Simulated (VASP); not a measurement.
Input of a VASP 6.6.1 run:

Contents of INCAR:

```
SYSTEM = PbSe
PREC = Accurate
ENCUT = 520
EDIFF = 1E-6
ISMEAR = 0
SIGMA = 0.1
LREAL = .FALSE.
LASPH = .TRUE.
NELM = 60
ALGO = Normal
ISIF = 2
LWAVE = .FALSE.
LCHARG = .TRUE.
GGA = PS
LELF = .TRUE.
LVHAR = .TRUE.
NBANDS = 17
```

Contents of KPOINTS:

```
Automatic mesh
0
G
  6 6 6
  0 0 0
```

The input POSCAR:

```
PbSe
1.0
    0.0000000000      3.0620000000      3.0620000000
    3.0620000000      0.0000000000      3.0620000000
    3.0620000000      3.0620000000      0.0000000000
Pb Se
1 1
Direct
    0.0000000000      0.0000000000      0.0000000000
    0.5000000000      0.5000000000      0.5000000000
```

Potentials or basis: VASP PAW PBE potentials, release 64 (Pb_d, Se).

Run with:

```console
$ cat potpaw_PBE.64/Pb_d/POTCAR potpaw_PBE.64/Se/POTCAR > POTCAR
$ mpirun -np 1 vasp_std > vasp.out
```

Task: Estimate the pressure.

Result: -0.6 GPa.

Task: What does it give for the band gap on the k mesh?

Result: 0.21 eV, direct.

Caveat: the PAW data sets were made with another functional, which shifts forces and pressure a little; spin-orbit coupling is left out, which moves the levels of the heavy elements. A k mesh can miss the band edges.
